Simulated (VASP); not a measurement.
# AlCu3 (Pm-3m) in VASP: notebook

Runs on AlCu3. Level: PBEsol. Tasks: single point, relaxation of cell and atoms.

All numbers are computed with VASP 6.6.1; they aren't measurements. Logs are shortened: lines on timing, memory, paths and dates and some standing lists are left out, and cuts for length are marked.

## 1. The cell of the first run

The structure is cubic, space group Pm-3m (No. 221). Conventional cell: a = 3.608 Å, b = 3.608 Å, c = 3.608 Å, α = 90.00°, β = 90.00°, γ = 90.00°. Al (site symmetry m-3m) has 12 Cu at 2.55 Å within 3.4 Å. Within 3.4 Å of Cu (site symmetry 4/mmm) lie 4 Al at 2.55 Å and 8 Cu at 2.55 Å.

## 2. Single point, PBEsol (11.74 Å³/atom)

INCAR reads:

```
PREC = Accurate
ENCUT = 520
EDIFF = 1E-6
ISMEAR = -1
SIGMA = 0.15
LREAL = False
LASPH = True
NELM = 80
ALGO = Normal
ISIF = 2
LWAVE = False
LCHARG = False
GGA = PS
NBANDS = 26
```

KPOINTS reads:

```
regular mesh
0
Gamma
  12 12 12
```

POSCAR reads:

```
AlCu3
1.0
    3.6080409615      0.0000000000      0.0000000000
    0.0000000000      3.6080409615      0.0000000000
    0.0000000000      0.0000000000      3.6080409615
Al Cu
1 3
Direct
    0.0000000000      0.0000000000      0.0000000000
    0.5000000000      0.5000000000      0.0000000000
    0.5000000000      0.0000000000      0.5000000000
    0.0000000000      0.5000000000      0.5000000000
```

Potentials or basis: VASP PAW PBE potentials, release 64 (Al, Cu).

Launch:

```
$ cat potpaw_PBE.64/Al/POTCAR potpaw_PBE.64/Cu/POTCAR > POTCAR
$ mpirun -np 1 vasp_std > vasp.out
```

OUTCAR:

```text
PREC = Accurate
   ENCUT = 520
   EDIFF = 1E-6
   ISMEAR = -1
   LREAL = False
   LASPH = True
   NELM = 80
   ISIF = 2
   GGA = PS

 ion  position               nearest neighbor table
   1  0.000  0.000  0.000-   2 2.55   3 2.55   4 2.55   3 2.55   4 2.55   2 2.55   4 2.55   4 2.55
                             2 2.55   3 2.55   3 2.55   2 2.55
   2  0.500  0.500  0.000-   1 2.55   3 2.55   4 2.55   3 2.55   4 2.55   1 2.55   3 2.55   3 2.55
                             1 2.55   4 2.55   4 2.55   1 2.55
   3  0.500  0.000  0.500-   1 2.55   2 2.55   4 2.55   1 2.55   2 2.55   2 2.55   4 2.55   2 2.55
                             1 2.55   4 2.55   1 2.55   4 2.55
   4  0.000  0.500  0.500-   1 2.55   2 2.55   3 2.55   1 2.55   2 2.55   1 2.55   3 2.55   1 2.55
                             2 2.55   3 2.55   2 2.55   3 2.55

  LATTYP: Found a simple cubic cell.
 ALAT       =     3.6080409615

  Lattice vectors:

 A1 = (   3.6080409615,   0.0000000000,   0.0000000000)
 A2 = (   0.0000000000,   3.6080409615,   0.0000000000)
 A3 = (   0.0000000000,   0.0000000000,   3.6080409615)

Analysis of symmetry for initial positions (statically):
=====================================================================
 Subroutine PRICEL returns:
 Original cell was already a primitive cell.

 Routine SETGRP: Setting up the symmetry group for a
 simple cubic supercell.

 Subroutine GETGRP returns: Found 48 space group operations
 (whereof 48 operations were pure point group operations)
 out of a pool of 48 trial point group operations.

The static configuration has the point symmetry O_h .

Analysis of symmetry for dynamics (positions and initial velocities):
=====================================================================
 Subroutine PRICEL returns:
 Original cell was already a primitive cell.

 Routine SETGRP: Setting up the symmetry group for a
 simple cubic supercell.

 Subroutine GETGRP returns: Found 48 space group operations
 (whereof 48 operations were pure point group operations)
 out of a pool of 48 trial point group operations.

The dynamic configuration has the point symmetry O_h .

 Subroutine INISYM returns: Found 48 space group operations
 (whereof 48 operations are pure point group operations),
 and found     1 'primitive' translations

----------------------------------------------------------------------------------------

                                     Primitive cell

  volume of cell :      46.9693

  direct lattice vectors                    reciprocal lattice vectors
     3.608040961  0.000000000  0.000000000     0.277158716  0.000000000  0.000000000
     0.000000000  3.608040961  0.000000000     0.000000000  0.277158716  0.000000000
     0.000000000  0.000000000  3.608040961     0.000000000  0.000000000  0.277158716

  length of vectors
     3.608040961  3.608040961  3.608040961     0.277158716  0.277158716  0.277158716

  position of ions in fractional coordinates (direct lattice)
     0.000000000  0.000000000  0.000000000
     0.500000000  0.500000000  0.000000000
     0.500000000  0.000000000  0.500000000
     0.000000000  0.500000000  0.500000000

  ion indices of the primitive-cell ions
   primitive index   ion index
                 1           1
                 2           2
                 3           3
                 4           4

----------------------------------------------------------------------------------------

 KPOINTS: regular mesh

Automatic generation of k-mesh.
 Grid dimensions read from file:
 generate k-points for:   12   12   12

 Generating k-lattice:

  Cartesian coordinates                     Fractional coordinates (reciprocal lattice)
     0.023096560  0.000000000  0.000000000     0.083333333  0.000000000  0.000000000
     0.000000000  0.023096560  0.000000000     0.000000000  0.083333333  0.000000000
     0.000000000  0.000000000  0.023096560     0.000000000  0.000000000  0.083333333

  Length of vectors
     0.023096560  0.023096560  0.023096560

  Shift w.r.t. Gamma in fractional coordinates (k-lattice)
     0.000000000  0.000000000  0.000000000

 Subroutine IBZKPT returns following result:
 ===========================================

 Found     84 irreducible k-points:

 Following reciprocal coordinates:
            Coordinates               Weight
  0.000000  0.000000  0.000000      1.000000
  0.083333  0.000000  0.000000      6.000000
  0.166667  0.000000  0.000000      6.000000
  0.250000  0.000000  0.000000      6.000000
  0.333333  0.000000  0.000000      6.000000
  0.416667  0.000000  0.000000      6.000000
[... 16 lines left out ...]
  0.333333  0.333333  0.000000     12.000000
  0.416667  0.333333  0.000000     24.000000
 [... further k-points ...]
   k-points           NKPTS =     84   k-points in BZ     NKDIM =     84   number of bands    NBANDS=     26
   number of dos      NEDOS =    301   number of ions     NIONS =      4
   total plane-waves  NPLWV =  21952
   dimension x,y,z NGX =    28 NGY =   28 NGZ =   28
   dimension x,y,z NGXF=    56 NGYF=   56 NGZF=   56
   ions per type =               1   3
   NGX,Y,Z   is equivalent  to a cutoff of  12.90, 12.90, 12.90 a.u.
   NGXF,Y,Z  is equivalent  to a cutoff of  25.80, 25.80, 25.80 a.u.
 SYSTEM =  unknown system
   PREC   = accura    normal or accurate (medium, high low for compatibility)
   ISTART =      0    job   : 0-new  1-cont  2-samecut
   ICHARG =      2    charge: 1-file 2-atom 10-const
   ISPIN  =      1    spin polarized calculation?
   LNONCOLLINEAR =      F non collinear calculations
   LSORBIT =      F    spin-orbit coupling
   LASPH  =      T    aspherical Exc in radial PAW
   ENCUT  =  520.0 eV  38.22 Ry    6.18 a.u.   6.71  6.71  6.71*2*pi/ulx,y,z
   NELM   =     80;   NELMIN=  2; NELMDL= -5     # of ELM steps
   EDIFF  = 0.1E-05   stopping-criterion for ELM
   LREAL  =      F    real-space projection
   EDIFFG = 0.1E-04   stopping-criterion for IOM
   NSW    =      0    number of steps for IOM
   IBRION =     -1    ionic relax: 0-MD 1-quasi-New 2-CG
   NFREE  =      0    steps in history (QN), initial steepest desc. (CG)
   ISIF   =      2    stress and relaxation
   ISYM   =      2    0-nonsym 1-usesym 2-fastsym
   POTIM  = 0.5000    time-step for ionic-motion
   TEBEG  =    0.0;   TEEND  =   0.0 temperature during run
   PSTRESS=    0.0 pullay stress
   NELECT =      36.0000    total number of electrons
   NUPDOWN=      -1.0000    fix difference up-down
   EMIN   =  10.00;   EMAX   =-10.00  energy-range for DOS
   EFERMI =   0.00;   METHOD = LEGACY
   ISMEAR =    -1;   SIGMA  =   0.15  broadening in eV -4-tet -1-fermi 0-gaus
   EFERMI_NEDOS =   21; number of points for ismear=-14 and -15
   IALGO  =     38    algorithm
   IMIX   =      4    mixing-type and parameters
     AMIX     =   0.40;   BMIX     =  1.00
     AMIX_MAG =   1.60;   BMIX_MAG =  1.00
  volume/ion in A,a.u.               =      11.74        79.24
  Fermi-wavevector in a.u.,A,eV,Ry     =   1.498204  2.831195 30.539833  2.244614
  Thomas-Fermi vector in A             =   2.609993
   LORBIT       =      0    0 simple, 1 ext, 2 COOP (PROOUT), +10 PAW based schemes
   GGA     = PS    functional components
   LHFCALC =     F    Hartree Fock is set to
   AEXX    =    0.0000 exact exchange contribution
   IVDW    =     0    specifies the selected vdW correction
   LEPSILON=     F    determine dielectric tensor
   LRPA    =     F    only Hartree local field effects (RPA)
 non-spin polarized calculation
  energy-cutoff  :      520.00
  volume of cell :       46.97
 maximum number of plane-waves:      1328
 NGX is ok and might be reduce to    28
   NGX = 13   NGY = 13   NGZ = 13

 number of electron      35.9999916 magnetization

 Free energy of the ion-electron system (eV)
  ---------------------------------------------------
  ext. energy  EPLUGINS =         0.00000000
  ---------------------------------------------------
  free energy    TOTEN  =       -17.80503198 eV

  energy without entropy =      -17.72046589  energy(sigma->0) =      -17.76274893

 E-fermi :   8.8989     XC(G=0): -12.6078

 val. band max:        8.8533903696   @ k =   0.2500   0.1667   0.1667
 cond. band min:       8.9279288995   @ k =   0.1667   0.0833   0.0833
 fundamental gap:      0.0745385299
 Fermi energy:         8.8988971532

 k-point     1 :       0.0000    0.0000    0.0000
  band No.  band energies     occupation
      1      -1.9971      2.00000
      2       3.3188      2.00000
      3       3.9043      2.00000
      4       3.9043      2.00000
      5       4.1833      2.00000
      6       4.1833      2.00000
[... 18 lines left out ...]
     25      19.5754      0.00000
     26      20.8935      0.00000

 k-point     2 :       0.0833    0.0000    0.0000
  band No.  band energies     occupation
      1      -1.9148      2.00000
      2       3.3420      2.00000
      3       3.8692      2.00000
      4       3.9488      2.00000
      5       4.1955      2.00000
      6       4.1955      2.00000
[... 18 lines left out ...]
     25      19.2865      0.00000
     26      20.4457      0.00000

 k-point     3 :       0.1667    0.0000    0.0000
  band No.  band energies     occupation
      1      -1.6696      2.00000
      2       3.3721      2.00000
      3       3.7665      2.00000
      4       4.0770      2.00000
      5       4.2309      2.00000
      6       4.2309      2.00000
[... 18 lines left out ...]
     25      18.6110      0.00000
     26      19.4907      0.00000

 k-point     4 :       0.2500    0.0000    0.0000
  band No.  band energies     occupation
      1      -1.2663      2.00000
      2       3.1604      2.00000
      3       3.7382      2.00000
      4       4.2721      2.00000
      5       4.2849      2.00000
      6       4.2849      2.00000
[... 18 lines left out ...]
     25      18.2079      0.00000
     26      18.4716      0.00000
[... 496 lines left out ...]
      1       1.1149      2.00000
      2       1.7367      2.00000
      3       3.9743      2.00000
      4       4.2601      2.00000
      5       4.3711      2.00000
      6       4.5887      2.00000
[... 18 lines left out ...]
     25      19.0127      0.00000
     26      20.6006      0.00000

 k-point    23 :       0.3333    0.3333    0.0000
  band No.  band energies     occupation
      1       0.4731      2.00000
      2       3.2372      2.00000
      3       3.3371      2.00000
      4       4.3037      2.00000
      5       4.3087      2.00000
      6       4.5677      2.00000
[... 18 lines left out ...]
     25      18.6013      0.00000
     26      20.0715      0.00000

 k-point    24 :       0.4167    0.3333    0.0000
  band No.  band energies     occupation
      1       1.0746      2.00000
      2       2.6570      2.00000
      3       3.5288      2.00000
      4       4.3290      2.00000
      5       4.3443      2.00000
      6       4.6812      2.00000
[... 18 lines left out ...]
     25      18.9122      0.00000
     26      19.7961      0.00000

 [... further k-points ...]
[... 5 lines left out ...]
  --------------------------------------------------------------------------------------
  -------------------------------------------------------------------------------------
  Total        1.0923092      1.0923092      1.0923092      0.0000000      0.0000000     -0.0000000
  in kB       37.2599088     37.2599088     37.2599088      0.0000000      0.0000000     -0.0000000
  external PRESSURE =      37.2599088 kB  Pullay stress =       0.0000000 kB

 VOLUME and BASIS-vectors are now :
 -----------------------------------------------------------------------------
  energy-cutoff  :      520.00
  volume of cell :       46.97
      direct lattice vectors                 reciprocal lattice vectors
     3.608040961  0.000000000  0.000000000     0.277158716  0.000000000  0.000000000
     0.000000000  3.608040961  0.000000000     0.000000000  0.277158716  0.000000000
     0.000000000  0.000000000  3.608040961     0.000000000  0.000000000  0.277158716

 POSITION                                       TOTAL-FORCE (eV/Angst)
 -----------------------------------------------------------------------------------
      0.00000      0.00000      0.00000         0.000000      0.000000      0.000000
      1.80402      1.80402      0.00000         0.000000      0.000000      0.000000
      1.80402      0.00000      1.80402         0.000000      0.000000      0.000000
      0.00000      1.80402      1.80402         0.000000      0.000000      0.000000
 -----------------------------------------------------------------------------------
    total drift:                                0.000000      0.000000      0.000000

  FREE ENERGIE OF THE ION-ELECTRON SYSTEM (eV)
  ---------------------------------------------------
  free  energy   TOTEN  =       -17.8050319769 eV

  energy  without entropy=      -17.7204658917  energy(sigma->0) =      -17.76274893
```

It took 2.8 min on 1 thread of AMD EPYC 7R13, shared host; peak memory 0.19 GiB.

Results:

| Quantity | Value |
| --- | --- |
| Free energy | -17.8050 eV |
| Pressure | 3.7 GPa |
| Band gap on the k mesh | zero (bands 18 and 19 overlap by 5.64 eV) |

Levels at points of the mesh, in eV from the Fermi level:
```
           k point  band 16  band 17  band 18  band 19  band 20  band 21
(0.00, 0.00, 0.00)    -2.11    -0.34    -0.34    -0.34     4.46     4.46
(0.50, 0.00, 0.00)    -2.55    -2.11     3.86     3.86     3.92     3.92
(0.50, 0.50, 0.00)    -2.84    -2.42    -1.24    -1.24     6.48     6.49
(0.50, 0.50, 0.50)    -2.29    -2.29    -2.29    -1.55     1.42     1.81
```

Caveat: the cell stands under pressure; the PAW data sets were made with another functional, which shifts forces and pressure a little.

[end of part 1 of 2]

The gap in the log of VASP goes by the Fermi energy; the results here count the filled bands.